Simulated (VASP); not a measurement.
**ZnS: single point with PBEsol**

The system is ZnS.

```xyz
4
Lattice="3.7059 0.0000 0.0000 -1.8530 3.2094 0.0000 0.0000 0.0000 6.2858" Properties=species:S:1:pos:R:3 pbc="T T T"
Zn    0.0000    2.1396    0.0545
Zn    1.8530    1.0698    3.1974
S     0.0000    2.1396    2.3655
S     1.8530    1.0698    5.5084
```

This cell differs from its parent crystal: film at in-plane strain -0.02.

* Program: VASP 6.6.1
* Task: single point
* Functional: PBEsol
* Potentials or basis: VASP PAW PBE potentials, release 64 (Zn, S)
* Cutoff: 520 eV
* k mesh: 6 × 6 × 4
* Occupations: gaussian, width 0.01 eV
* Spin: no spin polarisation

- Pressure: 2.5 GPa
- Band gap on the k mesh: 2.15 eV, direct

Stress tensor (GPa, compression positive):
```
3.60 0.00 0.00
0.00 3.60 0.00
0.00 0.00 0.23
```

Levels at points of the mesh, in eV from the valence-band top:
| k point | band 16 | band 17 | band 18 | band 19 | band 20 | band 21 |
| --- | --- | --- | --- | --- | --- | --- |
| (0.00, 0.00, 0.00) | -0.29 | 0.00 | 0.00 | 2.15 | 3.33 | 6.09 |
| (0.50, 0.00, 0.00) | -2.39 | -2.01 | -0.98 | 3.59 | 4.14 | 4.72 |
| (0.00, 0.00, 0.50) | -0.48 | -0.48 | -0.48 | 3.70 | 3.70 | 6.60 |
| (0.50, 0.00, 0.50) | -1.99 | -1.74 | -1.74 | 3.25 | 3.25 | 5.02 |

Run time: 31 s on 1 thread of Intel(R) Xeon(R) Platinum 8259CL CPU @ 2.50GHz (Skylake/Cascade Lake), with other jobs on the host, peak memory 0.19 GiB.

Caveat: the cell differs from its parent crystal (film at in-plane strain -0.02); the PAW data sets were made with another functional, which shifts forces and pressure a little.
